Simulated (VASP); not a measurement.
Wanted: the native input for a VASP 6.6.1 run.

* Task: single point
* Functional: PBE
* Potentials or basis: VASP PAW PBE potentials, release 64 (In_d)
* Cutoff: 520 eV
* k mesh: 14 × 14 × 14
* Occupations: fermi-dirac, width 0.05 eV
* Spin: no spin polarisation
* Dipole correction: no
* Further INCAR settings: ALGO = Normal; EDIFF = 1e-06; NBANDS = 26

The structure of In lies in POSCAR:

```
In
1.0
    1.6916082417      0.9766504737      8.3154685732
   -1.6916082417      0.9766504737      8.3154685732
    0.0000000000     -1.9533009474      8.3154685732
In
3
Direct
    0.0000000000      0.0000000000      0.0000000000
    0.7780122400      0.7780122400      0.7780122400
    0.2219877600      0.2219877600      0.2219877600
```

These files were run (other wordings do the same):

INCAR

```
  ALGO = Normal
  EDIFF = 1E-6
  ENCUT = 520
  GGA = PE
  ISIF = 2
  ISMEAR = -1
  LASPH = True
  LCHARG = False
  LREAL = False
  LWAVE = False
  NBANDS = 26
  NELM = 80
  PREC = Accurate
  SIGMA = 0.05
```

KPOINTS

```
k-points
0
Gamma
  14 14 14
```

Potentials or basis: VASP PAW PBE potentials, release 64 (In_d).

Run with:

```console
$ cat potpaw_PBE.64/In_d/POTCAR > POTCAR
$ mpirun -np 1 vasp_std > vasp.out
```

It gave:

* Pressure: 0.1 GPa
* Largest force: 0.005 eV/Å
* Band gap on the k mesh: zero (an odd number of electrons rules out a gap without spin polarisation)

Caveat: spin-orbit coupling is left out, which moves the levels of the heavy elements.

It took 20 min on 1 thread of Intel(R) Xeon(R) Platinum 8559C (Emerald Rapids) (shared host), peak memory 0.86 GiB.
